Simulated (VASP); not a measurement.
# Sn in VASP: a series of runs, part 2 of 2

VASP 6.6.1.

## (4) Electric field gradients, LDA (equal xy, yz and zx shear strains of -2 %)

Contents of INCAR:

```
PREC = Accurate ; ENCUT = 520
EDIFF = 1E-8 ; ISMEAR = -1
SIGMA = 0.03 ; LREAL = False
LASPH = True ; NELM = 100
ALGO = Normal ; ISIF = 2
LWAVE = False ; LCHARG = False
LEFG = True ; NBANDS = 21
```

Contents of KPOINTS:

```
regular mesh
0
Gamma
  9 9 9
```

Contents of POSCAR:

```
Sn
1.0
   -0.0649120000      3.2131440000      3.2131440000
    3.2131440000     -0.0649120000      3.2131440000
    3.2131440000      3.2131440000     -0.0649120000
Sn
2
Direct
    0.5000000000      0.5000000000      0.5000000000
    0.7500000000      0.7500000000      0.7500000000
```

Potentials or basis: VASP PAW LDA potentials, release 64 (Sn_d).

On the command line:

```bash
> cat potpaw_LDA.64/Sn_d/POTCAR > POTCAR
> mpirun -np 1 vasp_std > vasp.out
```

OUTCAR:

```text
PREC = Accurate
   ENCUT = 520
   EDIFF = 1E-8
   ISMEAR = -1
   LREAL = False
   LASPH = True
   NELM = 100
   ISIF = 2

 ion  position               nearest neighbor table
   1  0.500  0.500  0.500-   2 2.75   2 2.83   2 2.83   2 2.83
   2  0.750  0.750  0.750-   1 2.75   1 2.83   1 2.83   1 2.83

  LATTYP: Found a trigonal (rhomboedric) cell.
 ALAT       =     4.5445354325
 COS(alpha) =     0.4797000918

  Lattice vectors:

 A1 = (  -0.0649120000,   3.2131440000,   3.2131440000)
 A2 = (   3.2131440000,  -0.0649120000,   3.2131440000)
 A3 = (   3.2131440000,   3.2131440000,  -0.0649120000)

Analysis of symmetry for initial positions (statically):
=====================================================================
 Subroutine PRICEL returns:
 Original cell was already a primitive cell.

 Routine SETGRP: Setting up the symmetry group for a
 trigonal (rhombohedral) supercell.

 Subroutine GETGRP returns: Found 12 space group operations
 (whereof  6 operations were pure point group operations)
[... 767 lines left out ...]
     3.213144000 -0.064912000  3.213144000     0.154085849 -0.150973003  0.154085849
     3.213144000  3.213144000 -0.064912000     0.154085849  0.154085849 -0.150973003

 POSITION                                       TOTAL-FORCE (eV/Angst)
 -----------------------------------------------------------------------------------
      3.18069      3.18069      3.18069        -0.192889     -0.192889     -0.192889
      4.77103      4.77103      4.77103         0.192889      0.192889      0.192889
 -----------------------------------------------------------------------------------
    total drift:                                0.000000      0.000000      0.000000

  FREE ENERGIE OF THE ION-ELECTRON SYSTEM (eV)
  ---------------------------------------------------
  free  energy   TOTEN  =        -8.9243869888 eV

  energy  without entropy=       -8.9234968418  energy(sigma->0) =       -8.92394192

 Electric field gradients (V/A^2)
---------------------------------------------------------------------
 ion       V_xx      V_yy      V_zz      V_xy      V_xz      V_yz
---------------------------------------------------------------------
   1      -0.000     0.000     0.000   -15.620   -15.620   -15.620
   2      -0.000     0.000     0.000   -15.620   -15.620   -15.620
---------------------------------------------------------------------

 Electric field gradients after diagonalization (V/A^2)
 (convention: |V_zz| > |V_xx| > |V_yy|)
----------------------------------------------------------------------
 ion       V_xx      V_yy      V_zz     asymmetry (V_yy - V_xx)/ V_zz
----------------------------------------------------------------------
   1      15.620    15.620   -31.240       0.000
   2      15.620    15.620   -31.240       0.000
----------------------------------------------------------------------

           NMR quadrupolar parameters

 Cq : quadrupolar parameter    Cq=e*Q*V_zz/h
 eta: asymmetry parameters     (V_yy - V_xx)/ V_zz
 Q  : nuclear electric quadrupole moment in mb (millibarn)
----------------------------------------------------------------------
 ion       Cq(MHz)       eta       Q (mb)
----------------------------------------------------------------------
   1      -0.076       0.000       1.000
   2      -0.076       0.000       1.000
----------------------------------------------------------------------
```

OSZICAR:

```text
N       E                     dE             d eps       ncg     rms          rms(c)
DAV:   1     0.228647536523E+03    0.22865E+03   -0.14854E+04  3605   0.194E+03
DAV:   2     0.161370716985E+02   -0.21251E+03   -0.20809E+03  3590   0.443E+02
DAV:   3    -0.822297986841E+01   -0.24360E+02   -0.24223E+02  4190   0.141E+02
DAV:   4    -0.902414515256E+01   -0.80117E+00   -0.80089E+00  3995   0.289E+01
DAV:   5    -0.905198404228E+01   -0.27839E-01   -0.27838E-01  5294   0.522E+00    0.330E+00
DAV:   6    -0.896602157069E+01    0.85962E-01   -0.38543E-02  4506   0.216E+00    0.186E+00
DAV:   7    -0.892373465826E+01    0.42287E-01   -0.61114E-02  3851   0.216E+00    0.147E-01
DAV:   8    -0.892429621499E+01   -0.56156E-03   -0.57118E-03  4090   0.817E-01    0.554E-02
DAV:   9    -0.892438418723E+01   -0.87972E-04   -0.19510E-04  4675   0.101E-01    0.174E-02
DAV:  10    -0.892438655852E+01   -0.23713E-05   -0.15001E-05  4326   0.387E-02    0.351E-03
DAV:  11    -0.892438699152E+01   -0.43300E-06   -0.15612E-06  4180   0.808E-03    0.202E-03
DAV:  12    -0.892438698754E+01    0.39854E-08   -0.17567E-07  4612   0.278E-03    0.711E-04
DAV:  13    -0.892438698882E+01   -0.12847E-08   -0.16723E-08  3395   0.117E-03
   1 F= -.89243870E+01 E0= -.89239419E+01  d E =-.890147E-03
```

stdout:

```text
POSCAR found type information on POSCAR Sn
 POSCAR found :  1 types and       2 ions
 scaLAPACK will be used
 LDA part: xc-table for (Slater(with rela. corr.)+CA(PZ))
 , standard interpolation
 POSCAR, INCAR and KPOINTS ok, starting setup
 FFT: planning ... GRIDC
 FFT: planning ... GRID_SOFT
 FFT: planning ... GRID
 WAVECAR not read
 entering main loop
ion   1

ion   2
```

Wall time 51 s (1 thread of Intel Xeon Platinum 8488C (Sapphire Rapids), shared host); peak memory 0.22 GiB.

Results:

| Item | Value |
| --- | --- |
| Free energy | -8.9244 eV |
| Pressure | -0.3 GPa |
| Largest force | 0.334 eV/Å |
| Band gap on the k mesh | zero (bands 14 and 15 overlap by 0.33 eV) |
| Largest electric field gradient by atom | Sn -31.2 V/Å² |

Forces in eV/Å, atoms in the order of the input:
```
Sn  -0.193 -0.193 -0.193
Sn   0.193  0.193  0.193
```

Electric field gradients, principal values (V/Å²):
| atom | least | middle | greatest (by size) |
| --- | --- | --- | --- |
| 1 Sn | 15.620 | 15.620 | -31.240 |
| 2 Sn | 15.620 | 15.620 | -31.240 |

Caveat: the cell differs from its parent crystal (equal xy, yz and zx shear strains of -2 %); without QUAD_EFG the Cq values of the log hold for a quadrupole moment of 1 mb, not for the nuclei; spin-orbit coupling is left out, which moves the levels of the heavy elements.

## (5) Electric field gradients, LDA (equal xy, yz and zx shear strains of -2 %)

Contents of INCAR:

```
SYSTEM = Sn
ALGO = Normal ; EDIFF = 1E-8
ENCUT = 520 ; GGA = CA
ISIF = 2 ; ISMEAR = -1
LASPH = .True. ; LCHARG = .False.
LEFG = .True. ; LREAL = .False.
LWAVE = .False. ; NBANDS = 21
NELM = 100 ; PREC = Accurate
SIGMA = 0.03
```

Contents of KPOINTS:

```
k-points
0
Gamma
  9 9 9
  0 0 0
```

POSCAR is that of step 4.

Potentials or basis: VASP PAW LDA potentials, release 64 (Sn_d).

On the command line:

```bash
> cat potpaw_LDA.64/Sn_d/POTCAR > POTCAR
> mpirun -np 1 vasp_std > vasp.out
```

OUTCAR:

```text
SYSTEM = Sn
   EDIFF = 1E-8
   ENCUT = 520
   GGA = CA
   ISIF = 2
   ISMEAR = -1
   LASPH = .True.
   LREAL = .False.
   NELM = 100
   PREC = Accurate

 ion  position               nearest neighbor table
   1  0.500  0.500  0.500-   2 2.75   2 2.83   2 2.83   2 2.83
   2  0.750  0.750  0.750-   1 2.75   1 2.83   1 2.83   1 2.83

  LATTYP: Found a trigonal (rhomboedric) cell.
 ALAT       =     4.5445354325
 COS(alpha) =     0.4797000918

  Lattice vectors:

[... 790 lines left out ...]

  FREE ENERGIE OF THE ION-ELECTRON SYSTEM (eV)
  ---------------------------------------------------
  free  energy   TOTEN  =        -8.9243869888 eV

  energy  without entropy=       -8.9234968418  energy(sigma->0) =       -8.92394192

 Electric field gradients (V/A^2)
---------------------------------------------------------------------
 ion       V_xx      V_yy      V_zz      V_xy      V_xz      V_yz
---------------------------------------------------------------------
   1      -0.000     0.000     0.000   -15.620   -15.620   -15.620
   2      -0.000     0.000     0.000   -15.620   -15.620   -15.620
---------------------------------------------------------------------

 Electric field gradients after diagonalization (V/A^2)
 (convention: |V_zz| > |V_xx| > |V_yy|)
----------------------------------------------------------------------
 ion       V_xx      V_yy      V_zz     asymmetry (V_yy - V_xx)/ V_zz
----------------------------------------------------------------------
   1      15.620    15.620   -31.240       0.000
   2      15.620    15.620   -31.240       0.000
----------------------------------------------------------------------

           NMR quadrupolar parameters

 Cq : quadrupolar parameter    Cq=e*Q*V_zz/h
 eta: asymmetry parameters     (V_yy - V_xx)/ V_zz
 Q  : nuclear electric quadrupole moment in mb (millibarn)
----------------------------------------------------------------------
 ion       Cq(MHz)       eta       Q (mb)
----------------------------------------------------------------------
   1      -0.076       0.000       1.000
   2      -0.076       0.000       1.000
----------------------------------------------------------------------
```

OSZICAR:

```text
N       E                     dE             d eps       ncg     rms          rms(c)
DAV:   1     0.228647536523E+03    0.22865E+03   -0.14854E+04  3605   0.194E+03
DAV:   2     0.161370716985E+02   -0.21251E+03   -0.20809E+03  3590   0.443E+02
DAV:   3    -0.822297986841E+01   -0.24360E+02   -0.24223E+02  4190   0.141E+02
DAV:   4    -0.902414515256E+01   -0.80117E+00   -0.80089E+00  3995   0.289E+01
DAV:   5    -0.905198404228E+01   -0.27839E-01   -0.27838E-01  5294   0.522E+00    0.330E+00
DAV:   6    -0.896602157069E+01    0.85962E-01   -0.38543E-02  4506   0.216E+00    0.186E+00
DAV:   7    -0.892373465826E+01    0.42287E-01   -0.61114E-02  3851   0.216E+00    0.147E-01
DAV:   8    -0.892429621499E+01   -0.56156E-03   -0.57118E-03  4090   0.817E-01    0.554E-02
DAV:   9    -0.892438418723E+01   -0.87972E-04   -0.19510E-04  4675   0.101E-01    0.174E-02
DAV:  10    -0.892438655852E+01   -0.23713E-05   -0.15001E-05  4326   0.387E-02    0.351E-03
DAV:  11    -0.892438699152E+01   -0.43300E-06   -0.15612E-06  4180   0.808E-03    0.202E-03
DAV:  12    -0.892438698754E+01    0.39854E-08   -0.17567E-07  4612   0.278E-03    0.711E-04
DAV:  13    -0.892438698882E+01   -0.12847E-08   -0.16723E-08  3395   0.117E-03
   1 F= -.89243870E+01 E0= -.89239419E+01  d E =-.890147E-03
```

Wall time 58 s (1 thread of Intel Xeon Platinum 8488C (Sapphire Rapids), shared host); peak memory 0.23 GiB.

What came out:

| Property | Result |
| --- | --- |
| Free energy | -8.9244 eV |
| Pressure | -0.3 GPa |
| Largest force | 0.334 eV/Å |
| Band gap on the k mesh | zero (bands 14 and 15 overlap by 0.33 eV) |
| Largest electric field gradient by atom | Sn -31.2 V/Å² |

Forces in eV/Å, atoms in the order of the input:
```
Sn  -0.193 -0.193 -0.193
Sn   0.193  0.193  0.193
```

Electric field gradients, principal values (V/Å²):
```tsv
atom	least	middle	greatest (by size)
1 Sn	15.620	15.620	-31.240
2 Sn	15.620	15.620	-31.240
```

Caveat: the cell differs from its parent crystal (equal xy, yz and zx shear strains of -2 %); without QUAD_EFG the Cq values of the log hold for a quadrupole moment of 1 mb, not for the nuclei; spin-orbit coupling is left out, which moves the levels of the heavy elements.

## (6) Overview

| cell | gap on the mesh (eV) | pressure (GPa) | largest force (eV/Å) |
| --- | --- | --- | --- |
| a = 4.522, b = 4.522, c = 4.452 Å, angles 60.5, 60.5, 59.0°, 2 atoms | none | 2.7 | - |
| a = 4.636 Å, angles 58.7°, 2 atoms | none | -0.3 | 0.27 |
| a = 4.545 Å, angles 61.3°, 2 atoms | none | -0.3 | 0.33 |

Alike in all rows: task electric field gradients; level LDA; potentials or basis VASP PAW LDA potentials, release 64 (Sn_d); no spin polarisation; k mesh 9 × 9 × 9; cutoff (eV) 520; smearing fermi-dirac 0.03 eV.

Caveats: spin-orbit coupling is left out, which moves the levels of the heavy elements.

Absolute energies hang on the potentials; compare differences alone.
